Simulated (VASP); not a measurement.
The system is RuC4.

```
Ru C
1.0
     2.74929    0.00000    0.00000
    -1.37465    2.38096    0.00000
     0.00000    0.00000    8.84030
Ru C
1 4
Direct
  0.00000 0.00000 0.00000
  0.33333 0.66667 0.86586
  0.33333 0.66667 0.37680
  0.66667 0.33333 0.13414
  0.66667 0.33333 0.62320
```

| Quantity | Value |
| --- | --- |
| Program | VASP 6.6.1 |
| Task | relaxation of cell and atoms |
| Functional | PBE |
| Potentials or basis | VASP PAW PBE potentials, release 64 (Ru_sv, C) |
| Cutoff | 600 eV |
| k mesh | 6 × 6 × 2 |
| Occupations | gaussian, width 0.1 eV |
| Spin | no spin polarisation |

At the start: pressure 4.3 GPa; volume 11.57 Å³/atom.

Question: How do energy, volume and symmetry change on relaxing?

Answer: Over 71 steps the energy falls by 3111.6 meV/atom and the volume is 11.76 Å³/atom (+1.6 %); space group P6/mmm (No. 191, to 0.05 Å).

Step by step:
```csv
step,energy change (eV),largest force (eV/Å),pressure (GPa),volume (Å³)
1,0.0000,3.5749,4.33,57.87
3,-0.6298,0.7887,-18.37,60.40
5,-3.3916,1.7256,-14.79,45.85
7,-4.2280,4.0863,9.85,40.11
9,-5.1796,4.6973,85.96,31.56
11,-5.4463,4.6927,73.02,32.26
13,-5.8736,5.8143,86.59,31.28
15,-8.1305,7.2533,47.74,33.48
17,-9.3956,0.9803,-23.78,43.08
19,-10.3579,5.0657,-4.74,38.57
21,-12.5014,2.2147,-9.53,40.01
23,-12.7938,3.5308,-9.31,40.71
25,-13.8370,1.7305,33.24,38.70
27,-14.7751,0.8947,8.86,44.18
29,-15.0387,1.3098,2.39,47.39
31,-15.4034,0.8227,0.27,52.90
33,-15.4909,0.1044,5.82,55.66
35,-15.5191,0.3695,0.43,58.17
37,-15.5269,0.0655,-0.71,58.76
39,-15.5282,0.1130,0.42,58.68
41,-15.5307,0.0930,0.55,59.04
43,-15.5312,0.1614,0.65,59.27
45,-15.5328,0.1437,-0.20,59.70
47,-15.5331,0.1325,-0.71,59.98
49,-15.5350,0.0761,-0.20,60.31
51,-15.5355,0.0367,0.30,60.23
53,-15.5361,0.0631,0.03,60.27
55,-15.5362,0.1844,-1.15,60.42
57,-15.5368,0.1279,-0.59,60.34
59,-15.5380,0.1419,-0.64,60.28
61,-15.5424,0.1979,-0.84,60.06
63,-15.5467,0.4007,-1.54,59.15
65,-15.5492,0.3205,-1.18,59.42
67,-15.5554,0.2227,0.03,58.88
69,-15.5562,0.1807,0.53,58.64
71,-15.5582,0.0345,-0.27,58.80
```

Final structure:
```xyz
5
Lattice="2.4811 0.0000 0.0000 -1.2406 2.1487 0.0000 0.0000 0.0000 11.0290" Properties=species:S:1:pos:R:3 pbc="T T T"
Ru    0.0000    0.0000    0.0000
C     0.0000    1.4325    7.2629
C     0.0000    1.4325    3.7681
C     1.2406    0.7162    3.7661
C     1.2406    0.7162    7.2609
```

Caveat: the k points lie up to 0.49 Å⁻¹ apart in the final cell.
